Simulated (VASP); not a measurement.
Here is a VASP 6.6.1 calculation.

INCAR

```
SYSTEM = Ru5N
PREC = Accurate ; ENCUT = 520
EDIFF = 1E-6 ; ISMEAR = 0
SIGMA = 0.1 ; LREAL = .FALSE.
LASPH = .TRUE. ; NELM = 100
ALGO = Normal ; ISIF = 2
LWAVE = .FALSE. ; LCHARG = .FALSE.
LDIPOL = .TRUE. ; IDIPOL = 3
DIPOL = 0.5 0.5 0.386 ; GGA = PE
NBANDS = 46
```

The input KPOINTS:

```
Automatic mesh
0
G
  12 12 1
  0 0 0
```

POSCAR

```
Ru5N
1.0
    2.7197977465      0.0000000000      0.0000000000
   -1.3598988732      2.3554139416      0.0000000000
    0.0000000000      0.0000000000     24.0359895925
Ru N
5 1
Direct
    0.6666666667      0.3333333333      0.1664171132
    0.3333333333      0.6666666667      0.2557968275
    0.6666666667      0.3333333333      0.3452060919
    0.3333333333      0.6666666667      0.4352311869
    0.6666666667      0.3333333333      0.5215507997
    0.6666666667      0.3333333333      0.5906573692
```

Potentials or basis: VASP PAW PBE potentials, release 64 (Ru_pv, N).

Run with:

```bash
$ cat potpaw_PBE.64/Ru_pv/POTCAR potpaw_PBE.64/N/POTCAR > POTCAR
$ mpirun -np 1 vasp_std > vasp.out
```

Question: What does it give for the largest force?

Answer: 2.462 eV/Å.

Question: Estimate the band gap on the k mesh.

Answer: Zero (an odd number of electrons rules out a gap without spin polarisation).

Forces in eV/Å, atoms in the order of the input:
```
Ru   0.000  0.000  0.774
Ru   0.000  0.000 -0.489
Ru   0.000  0.000 -0.300
Ru   0.000  0.000 -2.462
Ru   0.000  0.000  2.188
N    0.000  0.000  0.289
```
